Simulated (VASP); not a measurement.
# Mg3HO3 in VASP: notebook, part 2 of 2

VASP 6.6.1.

### Step 3. Single point, PBEsol, collinear spin

The input, INCAR:

```
ALGO = Fast
DIPOL = 0.5 0.5 0.310
EDIFF = 1E-6
ENCUT = 520
GGA = PS
IDIPOL = 3
ISIF = 2
ISMEAR = 0
ISPIN = 2
LASPH = T
LCHARG = T
LDIPOL = T
LELF = T
LORBIT = 11
LREAL = F
LVACPOTAV = T
LVHAR = T
LWAVE = F
MAGMOM = 0 0 0 0 0 0 1
NBANDS = 26
NELM = 150
PREC = Accurate
SIGMA = 0.05
```

The input, KPOINTS:

```
k-points
0
Gamma
  9 9 1
```

The input, POSCAR:

```
Mg3HO3
1.0
    2.9804137519      0.0000000000      0.0000000000
    0.0000000000      2.9804137519      0.0000000000
    0.0000000000      0.0000000000     21.2399431533
Mg O H
3 3 1
Direct
    0.5000000000      0.5000000000      0.1883244212
    0.0000000000      0.0000000000      0.2877909891
    0.5000000000      0.5000000000      0.3857349348
    0.0000000000      0.0000000000      0.1883244212
    0.5000000000      0.5000000000      0.2873494718
    0.0000000000      0.0000000000      0.3879456312
    0.3333333333      0.0000000000      0.4411472802
```

Potentials or basis: VASP PAW PBE potentials, release 64 (Mg, O, H).

Launch:

```bash
> cat potpaw_PBE.64/Mg/POTCAR potpaw_PBE.64/O/POTCAR potpaw_PBE.64/H/POTCAR > POTCAR
> mpirun -np 1 vasp_std > vasp.out
```

OUTCAR:

```text
EDIFF = 1E-6
   ENCUT = 520
   GGA = PS
   ISIF = 2
   ISMEAR = 0
   ISPIN = 2
   LASPH = T
   LORBIT = 11
   LREAL = F
   NELM = 150
   PREC = Accurate

 ion  position               nearest neighbor table
   1  0.500  0.500  0.188-   5 2.10   4 2.11   4 2.11   4 2.11   4 2.11   2 2.98   2 2.98   2 2.98
                             2 2.98
   2  0.000  0.000  0.288-   5 2.11   5 2.11   5 2.11   5 2.11   4 2.11   6 2.13   3 2.96   3 2.96
                             3 2.96   3 2.96   1 2.98   1 2.98   1 2.98   1 2.98
   3  0.500  0.500  0.386-   7 1.96   7 1.96   5 2.09   6 2.11   6 2.11   6 2.11   6 2.11   2 2.96
                             2 2.96   2 2.96   2 2.96
   4  0.000  0.000  0.188-   1 2.11   1 2.11   1 2.11   1 2.11   2 2.11
   5  0.500  0.500  0.287-   3 2.09   1 2.10   2 2.11   2 2.11   2 2.11   2 2.11
   6  0.000  0.000  0.388-   3 2.11   3 2.11   3 2.11   3 2.11   2 2.13
   7  0.333  0.000  0.441-   3 1.96   3 1.96

  LATTYP: Found a simple tetragonal cell.
 ALAT       =     2.9804137519
 C/A-ratio  =     7.1265082372
[... 1530 lines left out ...]
  in kB       -7.0506112    -14.9425253     13.1742086      0.0000000      0.0000000     -4.6607424
  external PRESSURE =      -2.9396427 kB  Pullay stress =       0.0000000 kB

 VOLUME and BASIS-vectors are now :
 -----------------------------------------------------------------------------
  energy-cutoff  :      520.00
  volume of cell :      188.67
      direct lattice vectors                 reciprocal lattice vectors
     2.980413752  0.000000000  0.000000000     0.335523885  0.000000000  0.000000000
     0.000000000  2.980413752  0.000000000     0.000000000  0.335523885  0.000000000
     0.000000000  0.000000000 21.239943153     0.000000000  0.000000000  0.047081105

 POSITION                                       TOTAL-FORCE (eV/Angst)
 -----------------------------------------------------------------------------------
      1.49021      1.49021      4.00000         0.001208      0.000000      0.334860
      0.00000      0.00000      6.11266         0.048979      0.000000     -0.326866
      1.49021      1.49021      8.19299         0.312885      0.000000      0.504783
      0.00000      0.00000      4.00000         0.001855      0.000000     -0.346333
      1.49021      1.49021      6.10329         0.036143      0.000000      0.111072
      0.00000      0.00000      8.23994        -0.101424      0.000000     -1.286662
      0.99347      0.00000      9.36994        -0.299647      0.000000      1.009146
 -----------------------------------------------------------------------------------
    total drift:                               -0.000037     -0.000000      0.000513

  FREE ENERGIE OF THE ION-ELECTRON SYSTEM (eV)
  ---------------------------------------------------
  free  energy   TOTEN  =       -37.1814880547 eV

  energy  without entropy=      -37.1806562411  energy(sigma->0) =      -37.18107215

 vacuum level on the upper side and lower side of the slab         4.556         1.431

 total charge

# of ion       s       p       d       tot
------------------------------------------
    1        0.146   0.159   0.066   0.371
    2        0.154   0.181   0.079   0.414
    3        0.153   0.173   0.072   0.399
    4        1.539   3.489   0.000   5.027
    5        1.540   3.537   0.000   5.078
    6        1.570   3.453   0.000   5.023
    7        0.437   0.017   0.000   0.453
--------------------------------------------------
tot          5.539  11.009   0.218  16.766

 magnetization (x)

# of ion       s       p       d       tot
------------------------------------------
    1       -0.001   0.000   0.000  -0.000
    2        0.001   0.003   0.001   0.005
    3        0.001   0.009   0.005   0.015
    4       -0.000   0.000   0.000   0.000
    5       -0.000   0.008   0.000   0.008
    6        0.022   0.166   0.000   0.188
    7        0.164   0.003   0.000   0.167
--------------------------------------------------
tot          0.186   0.190   0.006   0.382
```

stdout:

```text
POSCAR found type information on POSCAR MgO H
 POSCAR found :  3 types and       7 ions
 scaLAPACK will be used
 -----------------------------------------------------------------------------
[... 23 lines left out ...]
|     Did not find any points to average over, which means that no vacuum     |
|     field-free region was found. Please increase the size of  your cell     |
|     in the dimension of the dipole correction to obtain accurate            |
|     workfunction values.                                                    |
|                                                                             |
 -----------------------------------------------------------------------------
```

Wall time 19 min (1 thread of Oxide Virtual Turin-like, shared host); peak memory 0.42 GiB.

What came out:

```yaml
Free_energy: -37.1815 eV
Largest_force: 1.291 eV/Å
Net_moment: 0.72 μB per cell
Site_moments: Mg -0.00, +0.01 (each value once); O +0.00, +0.01, +0.19; H +0.17 μB
Valence_electrons_inside_the_program's_atomic_spheres: Mg 0.37, 0.41, 0.40; O 5.03, 5.08, 5.02; H 0.45
```

Forces in eV/Å, atoms in the order of the input:
```
Mg   0.001  0.000  0.335
Mg   0.049  0.000 -0.327
Mg   0.313  0.000  0.505
O    0.002  0.000 -0.346
O    0.036  0.000  0.111
O   -0.101  0.000 -1.287
H   -0.300  0.000  1.009
```

Caveat: a moment this small can come from the mesh or the smearing; the PAW data sets were made with another functional, which shifts forces and pressure a little.

### Step 4. Single point, PBEsol, collinear spin

The input, INCAR:

```
ALGO     = Normal         # electronic algorithm
DIPOL    = 0.5 0.5 0.316
EDIFF    = 1E-7           # SCF threshold, eV
ENCUT    = 520            # plane-wave cutoff, eV
GGA      = PS             # functional
IDIPOL   = 3            
ISIF     = 2              # what is computed and relaxed
ISMEAR   = 0              # smearing method
ISPIN    = 2              # spin polarisation
LASPH    = True           # aspherical terms in the spheres
LCHARG   = False          # write CHGCAR
LDIPOL   = True         
LORBIT   = 11             # projections on sites
LREAL    = False          # projectors in reciprocal space
LWAVE    = False          # write WAVECAR
MAGMOM   = 0 0 0 0 0 0 1  # initial moments
NBANDS   = 26             # bands
NELM     = 150            # most SCF steps
PREC     = Accurate       # precision mode
SIGMA    = 0.05           # smearing width, eV
```

KPOINTS is that of step 3.

POSCAR, as its differences from that of step 3:

```diff
@@ -14,2 +14,2 @@
     0.0000000000      0.0000000000      0.3879456312
-    0.3333333333      0.0000000000      0.4411472802
+    0.3333333333      0.0000000000      0.4835202749
```

Launch:

```bash
> cat potpaw_PBE.64/Mg/POTCAR potpaw_PBE.64/O/POTCAR potpaw_PBE.64/H/POTCAR > POTCAR
> mpirun -np 1 vasp_std > vasp.out
```

It took 12 min on 1 thread of Oxide Virtual Turin-like, shared host; peak memory 0.42 GiB.

Results (log left out):

```yaml
Free_energy: -37.4435 eV
Largest_force: 0.586 eV/Å
Band_gap_on_the_k_mesh: 0.91 eV (least direct gap 1.76 eV)
Net_moment: 1.00 μB per cell
Site_moments: Mg +0.00, -0.00 (each value once); O +0.00, +0.01, +0.12; H +0.33 μB
Valence_electrons_inside_the_program's_atomic_spheres: Mg 0.37, 0.41 (each value once); O 5.03, 5.08, 5.02; H 0.38
```

Forces in eV/Å, atoms in the order of the input:
```
Mg   0.001  0.000  0.435
Mg   0.009  0.000 -0.033
Mg  -0.001  0.000  0.586
O    0.001  0.000 -0.423
O    0.010  0.000 -0.007
O   -0.017  0.000 -0.434
H   -0.002  0.000 -0.124
```

Levels at points of the mesh, in eV from the valence-band top:
Spin up:
```csv
k point,band 10,band 11,band 12,band 13,band 14,band 15,band 16,band 17
"(0.00, 0.00, 0.00)",-1.38,-1.00,-0.98,-0.85,2.50,4.24,4.91,5.52
```
Spin down:
| k point | band 8 | band 9 | band 10 | band 11 | band 12 | band 13 | band 14 | band 15 | band 16 | band 17 |
| --- | --- | --- | --- | --- | --- | --- | --- | --- | --- | --- |
| (0.00, 0.00, 0.00) | -1.91 | -1.34 | -1.33 | -0.91 | -0.90 | 0.91 | 2.54 | 4.30 | 5.18 | 5.77 |

Caveat: the PAW data sets were made with another functional, which shifts forces and pressure a little.

### Step 5. Overview

| cell | gap on the mesh (eV) | moment (μB) | largest force (eV/Å) |
| --- | --- | --- | --- |
| as given, atomic positions A | none | 0.05 | 2.26 |
| as given, atomic positions B | none | 0.72 | 1.29 |
| as given, atomic positions C | 0.91 | 1.00 | 0.59 |

Alike in all rows: task single point; level PBEsol; potentials or basis VASP PAW PBE potentials, release 64 (Mg, O, H); spin collinear; k mesh 9 × 9 × 1; cutoff (eV) 520; smearing gaussian 0.05 eV.

Caveats: the PAW data sets were made with another functional, which shifts forces and pressure a little; a moment this small can come from the mesh or the smearing (at least some runs).

Absolute energies hang on the potentials; compare differences alone.
